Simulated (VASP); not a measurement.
Wanted: the native input for a VASP 6.6.1 run.

- Task: single point
- Functional: r2SCAN
- Potentials or basis: VASP PAW PBE potentials, release 64 (Na_pv, Mg, Br)
- Cutoff: 520 eV
- k mesh: 4 × 4 × 4
- Occupations: gaussian, width 0.01 eV
- Spin: no spin polarisation
- Dipole correction: no
- Further INCAR settings: ALGO = Normal; EDIFF = 1e-06; NBANDS = 23

The system is NaMgBr3.

```
CELL_PARAMETERS angstrom
5.16125 0.00000 0.00000
0.00000 5.16125 0.00000
0.00000 0.00000 5.16125
ATOMIC_POSITIONS crystal
Na 0.00000 0.00000 0.00000
Mg 0.50000 0.50000 0.50000
Br 0.50000 0.50000 0.00000
Br 0.50000 0.00000 0.50000
Br 0.00000 0.50000 0.50000
```

These files were run (other wordings do the same):

POSCAR

```
NaMgBr3
1.0
    5.1612464366      0.0000000000      0.0000000000
    0.0000000000      5.1612464366      0.0000000000
    0.0000000000      0.0000000000      5.1612464366
Na Mg Br
1 1 3
Direct
    0.0000000000      0.0000000000      0.0000000000
    0.5000000000      0.5000000000      0.5000000000
    0.5000000000      0.5000000000      0.0000000000
    0.5000000000      0.0000000000      0.5000000000
    0.0000000000      0.5000000000      0.5000000000
```

INCAR.step1

```
SYSTEM = NaMgBr3
  PREC = Accurate
  ENCUT = 520
  ISMEAR = 0
  SIGMA = 0.01
  LREAL = .FALSE.
  LASPH = .TRUE.
  NELM = 60
  NBANDS = 23
  GGA = PE
  ALGO = Normal
  EDIFF = 1E-4
  LWAVE = .TRUE.
  LCHARG = .FALSE.
```

INCAR.step2

```
SYSTEM = NaMgBr3
  PREC = Accurate
  ENCUT = 520
  EDIFF = 1E-6
  ISMEAR = 0
  SIGMA = 0.01
  LREAL = .FALSE.
  LASPH = .TRUE.
  NELM = 60
  ALGO = Normal
  ISIF = 2
  LWAVE = .FALSE.
  LCHARG = .FALSE.
  METAGGA = R2SCAN
  LMIXTAU = .TRUE.
  NBANDS = 23
  ISTART = 1
```

KPOINTS

```
regular mesh
0
G
  4 4 4
  0 0 0
```

Potentials or basis: VASP PAW PBE potentials, release 64 (Na_pv, Mg, Br).

Launch:

```bash
$ cat potpaw_PBE.64/Na_pv/POTCAR potpaw_PBE.64/Mg/POTCAR potpaw_PBE.64/Br/POTCAR > POTCAR
$ cp INCAR.step1 INCAR
$ mpirun -np 1 vasp_std > vasp.out
$ cp INCAR.step2 INCAR
$ mpirun -np 1 vasp_std > vasp.out
```

Results of the run:

| Quantity | Value |
| --- | --- |
| Pressure | 1.9 GPa |
| Band gap on the k mesh | 3.70 eV (least direct gap 4.30 eV) |

Caveat: the PAW data sets were made with another functional, which shifts forces and pressure a little.

Wall time 2.1 min on 1 thread of Intel(R) Xeon(R) Platinum 8488C (Sapphire Rapids), on a shared host, peak memory 0.27 GiB.
